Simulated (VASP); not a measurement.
Wanted: the native input for a VASP 6.6.1 run.

```
Task                   : single point
Functional             : LDA
Potentials or basis    : VASP PAW LDA potentials, release 64 (Zr_sv, Os)
Cutoff                 : 520 eV
k mesh                 : 13 × 13 × 13
Occupations            : fermi-dirac, width 0.03 eV
Spin                   : no spin polarisation
Dipole correction      : no
Further INCAR settings : ALGO = Normal; EDIFF = 1e-06; NBANDS = 17
```

The structure of ZrOs lies in POSCAR:

```
ZrOs
1.0
    3.3059391347      0.0000000000      0.0000000000
    0.0000000000      3.3059391347      0.0000000000
    0.0000000000      0.0000000000      3.3059391347
Zr Os
1 1
Direct
    0.5000000000      0.5000000000      0.5000000000
    0.0000000000      0.0000000000      0.0000000000
```

The input as run:

INCAR

```
ALGO = Normal
EDIFF = 1E-6
ENCUT = 520
GGA = CA
ISIF = 2
ISMEAR = -1
LASPH = T
LCHARG = F
LREAL = F
LWAVE = F
NBANDS = 17
NELM = 100
PREC = Accurate
SIGMA = 0.03
```

KPOINTS

```
k-points
0
Gamma
  13 13 13
```

Potentials or basis: VASP PAW LDA potentials, release 64 (Zr_sv, Os).

Run with:

```sh
$ cat potpaw_LDA.64/Zr_sv/POTCAR potpaw_LDA.64/Os/POTCAR > POTCAR
$ mpirun -np 1 vasp_std > vasp.out
```

It gave:

* Pressure: -14.6 GPa
* Band gap on the k mesh: zero (bands 10 and 11 overlap by 0.93 eV)

Caveat: the cell stands under tension; spin-orbit coupling is left out, which moves the levels of the heavy elements.

It took 18 s on 1 thread of Intel(R) Xeon(R) 6975P-C (Granite Rapids), with other jobs on the host, peak memory 0.18 GiB.
